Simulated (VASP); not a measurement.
Here is a VASP 6.6.1 calculation.

INCAR

```
SYSTEM = Tl
PREC = Accurate
ENCUT = 520
EDIFF = 1E-6
ISMEAR = -1
SIGMA = 0.05
LREAL = .False.
LASPH = .True.
NELM = 80
ALGO = Normal
ISIF = 2
LWAVE = .False.
LCHARG = .False.
NBANDS = 20
```

The input KPOINTS:

```
Automatic mesh
0
Gamma
  9 9 5
  0 0 0
```

File POSCAR:

```
Tl
1.0
    3.1744875976      0.0000000000      0.0000000000
   -1.5872437988      2.7491869035      0.0000000000
    0.0000000000      0.0000000000      5.3696887522
Tl
2
Direct
    0.6666666667      0.3333333333      0.7500000000
    0.3333333333      0.6666666667      0.2500000000
```

Potentials or basis: VASP PAW LDA potentials, release 64 (Tl_d).

Run with:

```sh
$ cat potpaw_LDA.64/Tl_d/POTCAR > POTCAR
$ mpirun -np 1 vasp_std > vasp.out
```

(1) Estimate the pressure.

(2) Estimate the band gap on the k mesh.

Answers

(1) 10.2 GPa.

(2) zero (bands 13 and 14 overlap by 4.22 eV).

Caveat: the cell stands under pressure; spin-orbit coupling is left out, which moves the levels of the heavy elements.
